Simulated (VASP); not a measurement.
Input of a VASP 6.6.1 run:

The input INCAR:

```
  PREC = Accurate
  ENCUT = 520
  EDIFF = 1E-6
  ISMEAR = 0
  SIGMA = 1.0
  LREAL = False
  LASPH = True
  NELM = 150
  ALGO = Normal
  ISIF = 2
  LWAVE = False
  LCHARG = False
  ISPIN = 2
  MAGMOM = 0.288
  LORBIT = 11
  LMAXMIX = 4
  GGA = PE
  NBANDS = 15
```

KPOINTS

```
regular mesh
0
Gamma
  14 14 14
```

File POSCAR:

```
Pd
1.0
    0.0000000000      1.9737080107      1.9737080107
    1.9737080107      0.0000000000      1.9737080107
    1.9737080107      1.9737080107      0.0000000000
Pd
1
Direct
    0.0000000000      0.0000000000      0.0000000000
```

Potentials or basis: VASP PAW PBE potentials, release 64 (Pd).

Command:

```console
$ cat potpaw_PBE.64/Pd/POTCAR > POTCAR
$ mpirun -np 1 vasp_std > vasp.out
```

Q: Estimate the band gap on the k mesh.

A: Zero (filled and empty bands overlap).

Q: Estimate the net moment.

A: 0.00 μB per cell.
